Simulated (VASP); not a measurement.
Set up this calculation in VASP 6.6.1, as the native input.

| Item | Value |
| --- | --- |
| Task | single point |
| Functional | LDA |
| Potentials or basis | VASP PAW LDA potentials, release 64 (Mg, O) |
| Cutoff | 600 eV |
| k mesh | 10 × 10 × 10 |
| Occupations | gaussian, width 0.02 eV |
| Spin | no spin polarisation |
| Dipole correction | no |
| Further INCAR settings | ALGO = Normal; EDIFF = 1e-06; NBANDS = 11 |

The structure of MgO (eos) lies in POSCAR:

```
MgO
1.0
    0.0000000000      2.1409717617      2.1409717617
    2.1409717617      0.0000000000      2.1409717617
    2.1409717617      2.1409717617      0.0000000000
Mg O
1 1
Direct
    0.0000000000      0.0000000000      0.0000000000
    0.5000000000      0.5000000000      0.5000000000
```

This cell differs from its parent crystal: volume scaled by 1.09.

The input as run:

INCAR

```
ALGO     = Normal         # electronic algorithm
EDIFF    = 1E-6           # SCF threshold, eV
ENCUT    = 600            # plane-wave cutoff, eV
GGA_COMPAT= F            
ISIF     = 2              # what is computed and relaxed
ISMEAR   = 0              # smearing method
LASPH    = T              # aspherical terms in the spheres
LCHARG   = F              # write CHGCAR
LREAL    = F              # projectors in reciprocal space
LWAVE    = F              # write WAVECAR
NBANDS   = 11             # bands
NELM     = 120            # most SCF steps
PREC     = Accurate       # precision mode
SIGMA    = 0.02           # smearing width, eV
```

KPOINTS

```
k-points
0
Gamma
  10 10 10
```

Potentials or basis: VASP PAW LDA potentials, release 64 (Mg, O).

The run is started by

```console
$ cat potpaw_LDA.64/Mg/POTCAR potpaw_LDA.64/O/POTCAR > POTCAR
$ mpirun -np 1 vasp_std > vasp.out
```

Results of the run:

```
Pressure               : -14.5 GPa
Band gap on the k mesh : 4.19 eV, direct
```

Wall time 3.8 s on 1 thread of Intel(R) Xeon(R) 6975P-C (Granite Rapids), on a shared host, peak memory 0.13 GiB.
